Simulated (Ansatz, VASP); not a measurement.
# GdRe in VASP and in Ansatz

```
Gd Re
1.0
     3.58755    0.00000    0.00000
     0.00000    3.58755    0.00000
     0.00000    0.00000    3.58755
Gd Re
1 1
Direct
  0.00000 0.00000 0.00000
  0.50000 0.50000 0.50000
```

Alike in both runs: task single point; functional PBE; k mesh 8 × 8 × 8; occupations gaussian, width 0.05 eV; collinear spin; Hubbard terms Gd f U = 6.0 eV.

|  | VASP | Ansatz |
| --- | --- | --- |
| version | VASP 6.6.1 | Ansatz 0.2.0 |
| potentials or method | VASP PAW PBE potentials, release 64 (Gd, Re), cutoff 520 eV | scalar-relativistic, plane waves, PAW |
| valence electrons in the cell | 25 | 33 |

|  | VASP | Ansatz | Ansatz less VASP |
| --- | --- | --- | --- |
| gap on the k mesh at the Fermi level (eV) | none | none | - |
| pressure (GPa) | -9.0 | -9.1 | -0.06 |
| net moment per atom (μB) | 3.56 | 3.54 | -0.013 |
| size of the moment on the site where the two differ most (μB) | 6.93 | 7.11 | +0.182 |

Site moments also hang on the region over which each program counts them. The programs project onto different local orbitals, so the same U acts differently, and such runs can settle in different states. A gap of «none» marks a metal or a gap that the smearing closes. VASP's potentials hold 25 valence electrons a cell and Ansatz's 33, so a difference there can come from the potentials and not from the codes. Ansatz's warnings: filled band counts differ across k points.

Neither program's run includes spin-orbit coupling.
